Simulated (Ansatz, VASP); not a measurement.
ZnS in VASP and in Ansatz

```xyz
4
Lattice="3.5863 0.0000 0.0000 -1.7931 3.1058 0.0000 0.0000 0.0000 7.0397" Properties=species:S:1:pos:R:3 pbc="T T T"
Zn    0.0000    2.0705    0.0000
Zn    1.7931    1.0353    3.5199
S     0.0000    2.0705    2.7103
S     1.7931    1.0353    6.2301
```

Alike in both runs: task single point; functional PBE; k mesh 12 × 12 × 6; occupations gaussian, width 0.05 eV; no spin polarisation.

```csv
,VASP,Ansatz
version,VASP 6.6.1,Ansatz 0.2.0
potentials or method,"VASP PAW PBE potentials, release 64 (Zn, S), cutoff 520 eV","scalar-relativistic, plane waves, PAW"
valence electrons in the cell,36,36
```

|  | VASP | Ansatz | Ansatz less VASP |
| --- | --- | --- | --- |
| gap on the k mesh at the Fermi level (eV) | 1.50 | 1.50 | -0.001 |
| least direct gap on the mesh (eV) | 1.50 | 1.50 | -0.001 |
| pressure (GPa) | 7.7 | 7.5 | -0.14 |
| traceless stress, the component that is largest in VASP (GPa) | -14.13 | -14.05 | +0.087 |
| rms of the force components (eV/Å) | 0.443 | 0.435 | -0.0088 |

Atom by atom the forces differ by 0.009 eV/Å (rms over components). The functional is the same, so the differences come from potentials, cutoffs and numerics.
